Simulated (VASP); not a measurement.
# Ba16H (a cell with a defect) in VASP: a series of runs

The runs below take Ba16H (a cell with a defect) through single point, with PBE.

Everything below comes from runs of VASP 6.6.1. Logs are shortened: lines on timing, memory, paths and dates and some standing lists are left out, and cuts for length are marked.

### Step 1. The cell of the first run

The cell holds a defect, 17 atoms: a = 10.040 Å, b = 10.040 Å, c = 10.040 Å, α = 90.00°, β = 90.00°, γ = 90.00°.

### Step 2. Single point, PBE

INCAR reads:

```
SYSTEM = Ba16H
PREC = Accurate
ENCUT = 520
EDIFF = 1E-6
ISMEAR = -1
SIGMA = 0.15
LREAL = Auto
LASPH = .TRUE.
NELM = 80
ALGO = Normal
ISIF = 2
LWAVE = .FALSE.
LCHARG = .FALSE.
GGA = PE
NBANDS = 94
```

KPOINTS reads:

```
Automatic mesh
0
G
  1 1 1
  0 0 0
```

POSCAR reads:

```
Ba16H
1.0
   10.0400000000      0.0000000000      0.0000000000
    0.0000000000     10.0400000000      0.0000000000
    0.0000000000      0.0000000000     10.0400000000
Ba H
16 1
Direct
    0.0268127490      0.0179083665     -0.0007768924
    0.5421115538     -0.0146115538     -0.0159362550
   -0.0215239044      0.4741932271      0.0152788845
    0.0359362550      0.0185059761      0.5005876494
    0.2804183267      0.2564641434      0.2738944223
    0.4977689243      0.5101394422     -0.0178486056
    0.4911354582     -0.0233864542      0.4844621514
    0.7234063745      0.2752390438      0.2441733068
   -0.0134262948      0.5127689243      0.4921912351
    0.2385258964      0.7282470120      0.2073207171
    0.2611454183      0.2118227092      0.7899800797
    0.4965737052      0.5086454183      0.5062549801
    0.7446314741      0.7369820717      0.2421613546
    0.6897310757      0.2379880478      0.7564043825
    0.2659760956      0.7787151394      0.7720517928
    0.7479083665      0.7713446215      0.7528286853
    0.2912948207      0.0260756972      0.6161852590
```

Potentials or basis: VASP PAW PBE potentials, release 64 (Ba_sv, H).

Run with:

```sh
$ cat potpaw_PBE.64/Ba_sv/POTCAR potpaw_PBE.64/H/POTCAR > POTCAR
$ mpirun -np 1 vasp_gam > vasp.out
```

OUTCAR:

```text
SYSTEM = Ba16H
   PREC = Accurate
   ENCUT = 520
   EDIFF = 1E-6
   ISMEAR = -1
   LREAL = Auto
   LASPH = .TRUE.
   NELM = 80
   ISIF = 2
   GGA = PE

 ion  position               nearest neighbor table
   1  0.027  0.018  0.999-  11 3.71  15 4.09  10 4.16   5 4.45  16 4.48   3 4.61  13 4.68   8 4.69
                            14 4.72
   2  0.542  0.985  0.984-  14 3.72  16 3.78  15 4.06  11 4.11  13 4.13   8 4.31  10 4.58
   3  0.978  0.474  0.015-   8 3.98  10 4.13  13 4.20  11 4.48   5 4.55  14 4.56  16 4.60   1 4.61

   4  0.036  0.019  0.501-  17 2.82   5 4.11  11 4.16  15 4.31  16 4.58   7 4.59  10 4.62
   5  0.280  0.256  0.274-  12 4.07   7 4.10   4 4.11   1 4.45   6 4.45   8 4.46   9 4.49   3 4.55

   6  0.498  0.510  0.982-  14 4.04  10 4.08  15 4.14   8 4.20  13 4.26  11 4.28  16 4.30   5 4.45

   7  0.491  0.977  0.484-  17 2.45   5 4.10  15 4.17  16 4.26  13 4.26  14 4.28   8 4.50  11 4.51
                            10 4.52   4 4.59  12 4.70
   8  0.723  0.275  0.244-   3 3.98  12 4.20   6 4.20   2 4.31   9 4.34   5 4.46   7 4.50  13 4.64
                             1 4.69
   9  0.987  0.513  0.492-  13 4.16   8 4.34  10 4.39  16 4.40   5 4.49
  10  0.239  0.728  0.207-   6 4.08   3 4.13   1 4.16   9 4.39  15 4.41   7 4.52  12 4.54   2 4.58
                             4 4.62
  11  0.261  0.212  0.790-  17 2.57   1 3.71   2 4.11   4 4.16   6 4.28  14 4.32  15 4.35   3 4.48
                             7 4.51
  12  0.497  0.509  0.506-   5 4.07  14 4.18   8 4.20  13 4.30  16 4.41  15 4.45  10 4.54   7 4.70

  13  0.745  0.737  0.242-   2 4.13   9 4.16   3 4.20   6 4.26   7 4.26  12 4.30   8 4.64   1 4.68

  14  0.690  0.238  0.756-   2 3.72   6 4.04  12 4.18   7 4.28  11 4.32   3 4.56   1 4.72  16 4.72

  15  0.266  0.779  0.772-   2 4.06   1 4.09   6 4.14   7 4.17   4 4.31  11 4.35  10 4.41  12 4.45

  16  0.748  0.771  0.753-   2 3.78   7 4.26   6 4.30   9 4.40  12 4.41   1 4.48   4 4.58   3 4.60
                            14 4.72
  17  0.291  0.026  0.616-   7 2.45  11 2.57   4 2.82

  LATTYP: Found a simple cubic cell.
 ALAT       =    10.0400000000

  Lattice vectors:

 A1 = (  10.0400000000,   0.0000000000,   0.0000000000)
 A2 = (   0.0000000000,  10.0400000000,   0.0000000000)
 A3 = (   0.0000000000,   0.0000000000,  10.0400000000)

Analysis of symmetry for initial positions (statically):
=====================================================================
 Subroutine PRICEL returns:
 Original cell was already a primitive cell.

 Routine SETGRP: Setting up the symmetry group for a
 simple cubic supercell.

 Subroutine GETGRP returns: Found  1 space group operations
 (whereof  1 operations were pure point group operations)
 out of a pool of 48 trial point group operations.

The static configuration has the point symmetry C_1 .

Analysis of symmetry for dynamics (positions and initial velocities):
=====================================================================
 Subroutine PRICEL returns:
 Original cell was already a primitive cell.

 Routine SETGRP: Setting up the symmetry group for a
 simple cubic supercell.

 Subroutine GETGRP returns: Found  1 space group operations
 (whereof  1 operations were pure point group operations)
 out of a pool of 48 trial point group operations.

The dynamic configuration has the point symmetry C_1 .

 Subroutine INISYM returns: Found  1 space group operations
 (whereof  1 operations are pure point group operations),
 and found     1 'primitive' translations

----------------------------------------------------------------------------------------

                                     Primitive cell

  volume of cell :    1012.0481

  direct lattice vectors                    reciprocal lattice vectors
    10.040000000  0.000000000  0.000000000     0.099601594  0.000000000  0.000000000
     0.000000000 10.040000000  0.000000000     0.000000000  0.099601594  0.000000000
     0.000000000  0.000000000 10.040000000     0.000000000  0.000000000  0.099601594

  length of vectors
    10.040000000 10.040000000 10.040000000     0.099601594  0.099601594  0.099601594

  position of ions in fractional coordinates (direct lattice)
     0.026812749  0.017908367  0.999223108
     0.542111554  0.985388446  0.984063745
     0.978476096  0.474193227  0.015278884
     0.035936255  0.018505976  0.500587649
     0.280418327  0.256464143  0.273894422
     0.497768924  0.510139442  0.982151394
[... 9 lines left out ...]
     0.747908366  0.771344621  0.752828685
     0.291294821  0.026075697  0.616185259

  ion indices of the primitive-cell ions
   primitive index   ion index
                 1           1
                 2           2
                 3           3
                 4           4
                 5           5
                 6           6
[... 9 lines left out ...]
                16          16
                17          17

----------------------------------------------------------------------------------------

 KPOINTS: Automatic mesh

Automatic generation of k-mesh.
 Grid dimensions read from file:
 generate k-points for:    1    1    1

 Generating k-lattice:

  Cartesian coordinates                     Fractional coordinates (reciprocal lattice)
     0.099601594  0.000000000  0.000000000     1.000000000  0.000000000  0.000000000
     0.000000000  0.099601594  0.000000000     0.000000000  1.000000000  0.000000000
     0.000000000  0.000000000  0.099601594     0.000000000  0.000000000  1.000000000

  Length of vectors
     0.099601594  0.099601594  0.099601594

  Shift w.r.t. Gamma in fractional coordinates (k-lattice)
     0.000000000  0.000000000  0.000000000

 Subroutine IBZKPT returns following result:
 ===========================================

 Found      1 irreducible k-points:

 Following reciprocal coordinates:
            Coordinates               Weight
  0.000000  0.000000  0.000000      1.000000
   k-points           NKPTS =      1   k-points in BZ     NKDIM =      1   number of bands    NBANDS=     94
   number of dos      NEDOS =    301   number of ions     NIONS =     17
   total plane-waves  NPLWV = 512000
   dimension x,y,z NGX =    80 NGY =   80 NGZ =   80
   dimension x,y,z NGXF=   160 NGYF=  160 NGZF=  160
   ions per type =              16   1
   NGX,Y,Z   is equivalent  to a cutoff of  13.25, 13.25, 13.25 a.u.
   NGXF,Y,Z  is equivalent  to a cutoff of  26.49, 26.49, 26.49 a.u.
 SYSTEM =  Ba16H
   PREC   = accura    normal or accurate (medium, high low for compatibility)
   ISTART =      0    job   : 0-new  1-cont  2-samecut
   ICHARG =      2    charge: 1-file 2-atom 10-const
   ISPIN  =      1    spin polarized calculation?
   LNONCOLLINEAR =      F non collinear calculations
   LSORBIT =      F    spin-orbit coupling
   LASPH  =      T    aspherical Exc in radial PAW
   ENCUT  =  520.0 eV  38.22 Ry    6.18 a.u.  18.67 18.67 18.67*2*pi/ulx,y,z
   NELM   =     80;   NELMIN=  2; NELMDL= -5     # of ELM steps
   EDIFF  = 0.1E-05   stopping-criterion for ELM
   LREAL  =      T    real-space projection
   EDIFFG = 0.1E-04   stopping-criterion for IOM
   NSW    =      0    number of steps for IOM
   IBRION =     -1    ionic relax: 0-MD 1-quasi-New 2-CG
   NFREE  =      0    steps in history (QN), initial steepest desc. (CG)
   ISIF   =      2    stress and relaxation
   ISYM   =      2    0-nonsym 1-usesym 2-fastsym
   POTIM  = 0.5000    time-step for ionic-motion
   TEBEG  =    0.0;   TEEND  =   0.0 temperature during run
   PSTRESS=    0.0 pullay stress
   NELECT =     161.0000    total number of electrons
   NUPDOWN=      -1.0000    fix difference up-down
   EMIN   =  10.00;   EMAX   =-10.00  energy-range for DOS
   EFERMI =   0.00;   METHOD = LEGACY
   ISMEAR =    -1;   SIGMA  =   0.15  broadening in eV -4-tet -1-fermi 0-gaus
   EFERMI_NEDOS =   21; number of points for ismear=-14 and -15
   IALGO  =     38    algorithm
   IMIX   =      4    mixing-type and parameters
     AMIX     =   0.40;   BMIX     =  1.00
     AMIX_MAG =   1.60;   BMIX_MAG =  1.00
  volume/ion in A,a.u.               =      59.53       401.74
  Fermi-wavevector in a.u.,A,eV,Ry     =   0.887053  1.676288 10.705930  0.786864
  Thomas-Fermi vector in A             =   2.008301
   LORBIT       =      0    0 simple, 1 ext, 2 COOP (PROOUT), +10 PAW based schemes
   GGA     = PE    functional components
[... 5 lines left out ...]
 non-spin polarized calculation
  energy-cutoff  :      520.00
  volume of cell :     1012.05
 maximum number of plane-waves:     13601
 NGX is ok and might be reduce to    80
   NGX = 37   NGY = 37   NGZ = 37

 number of electron     160.9999998 magnetization

 Free energy of the ion-electron system (eV)
  ---------------------------------------------------
  ext. energy  EPLUGINS =         0.00000000
  ---------------------------------------------------
  free energy    TOTEN  =       -37.18801775 eV

  energy without entropy =      -36.17497535  energy(sigma->0) =      -36.68149655

 E-fermi :   1.6708     XC(G=0):  -7.3879

 val. band max:        1.4239240513   @ k =   0.0000   0.0000   0.0000
 cond. band min:       1.8927242726   @ k =   0.0000   0.0000   0.0000
 fundamental gap:      0.4688002213
 Fermi energy:         1.6708216700

 k-point     1 :       0.0000    0.0000    0.0000
  band No.  band energies     occupation
      1     -27.4274      2.00000
      2     -27.4075      2.00000
      3     -27.3535      2.00000
      4     -27.3084      2.00000
      5     -27.2897      2.00000
      6     -27.2642      2.00000
[... 84 lines left out ...]
     91       2.3572      0.02039
     92       2.3692      0.01884
 [bands above 92 left out]

------------------------ aborting loop because EDIFF is reached ----------------------------------------

  FORCE on cell =-STRESS in cart. coord.  units (eV):
  Direction    XX          YY          ZZ          XY          YZ          ZX
  --------------------------------------------------------------------------------------
  -------------------------------------------------------------------------------------
  Total       -4.0700365     -3.1545325     -3.1114114     -0.2896292     -0.3472798     -1.3707635
  in kB       -6.4432911     -4.9939530     -4.9256878     -0.4585131     -0.5497801     -2.1700612
  external PRESSURE =      -5.4543106 kB  Pullay stress =       0.0000000 kB

 VOLUME and BASIS-vectors are now :
 -----------------------------------------------------------------------------
  energy-cutoff  :      520.00
  volume of cell :     1012.05
      direct lattice vectors                 reciprocal lattice vectors
    10.040000000  0.000000000  0.000000000     0.099601594  0.000000000  0.000000000
     0.000000000 10.040000000  0.000000000     0.000000000  0.099601594  0.000000000
     0.000000000  0.000000000 10.040000000     0.000000000  0.000000000  0.099601594

 POSITION                                       TOTAL-FORCE (eV/Angst)
 -----------------------------------------------------------------------------------
      0.26920      0.17980     10.03220        -0.823542     -0.227794      0.465943
      5.44280      9.89330      9.88000        -0.693705      0.077599      0.886523
      9.82390      4.76090      0.15340         0.238364      0.274601     -0.488299
      0.36080      0.18580      5.02590        -0.213811     -0.195634      0.019426
      2.81540      2.57490      2.74990        -0.237582      0.025870     -0.596968
      4.99760      5.12180      9.86080         0.083211     -0.117004      0.226810
[... 9 lines left out ...]
      7.50900      7.74430      7.55840         0.340000     -0.382228     -0.191315
      2.92460      0.26180      6.18650        -0.511859     -0.186049      0.161048
 -----------------------------------------------------------------------------------
    total drift:                                0.001791     -0.003028     -0.002529

  FREE ENERGIE OF THE ION-ELECTRON SYSTEM (eV)
  ---------------------------------------------------
  free  energy   TOTEN  =       -37.1880177462 eV

  energy  without entropy=      -36.1749753458  energy(sigma->0) =      -36.68149655
```

Wall time 3.2 min (1 thread of Intel Xeon 6975P-C (Granite Rapids), shared host); peak memory 0.92 GiB.

What came out:

```
Free energy   : -37.1880 eV
Pressure      : -0.5 GPa
Largest force : 1.143 eV/Å
```

Forces on the atoms (eV/Å):
```
Ba  -0.824 -0.228  0.466
Ba  -0.694  0.078  0.887
Ba   0.238  0.275 -0.488
Ba  -0.214 -0.196  0.019
Ba  -0.238  0.026 -0.597
Ba   0.083 -0.117  0.227
Ba   0.180  0.054 -0.033
Ba   0.138 -0.512  0.167
Ba   0.212 -0.211  0.422
Ba   0.302  0.268  0.514
Ba   0.190  0.601 -0.685
Ba  -0.152  0.183  0.104
Ba   0.135  0.260 -0.100
Ba   1.046  0.286 -0.360
Ba  -0.233 -0.198 -0.511
Ba   0.340 -0.382 -0.191
H   -0.512 -0.186  0.161
```

Levels at points of the mesh, in eV from the Fermi level:
```csv
k point,band 76,band 77,band 78,band 79,band 80,band 81,band 82,band 83,band 84,band 85
"(0.00, 0.00, 0.00)",-0.83,-0.81,-0.59,-0.55,-0.25,0.22,0.26,0.34,0.38,0.42
```

Caveat: the k points lie up to 0.63 Å⁻¹ apart; spin-orbit coupling is left out, which moves the levels of the heavy elements.

(Continued in part 2 of 3.)
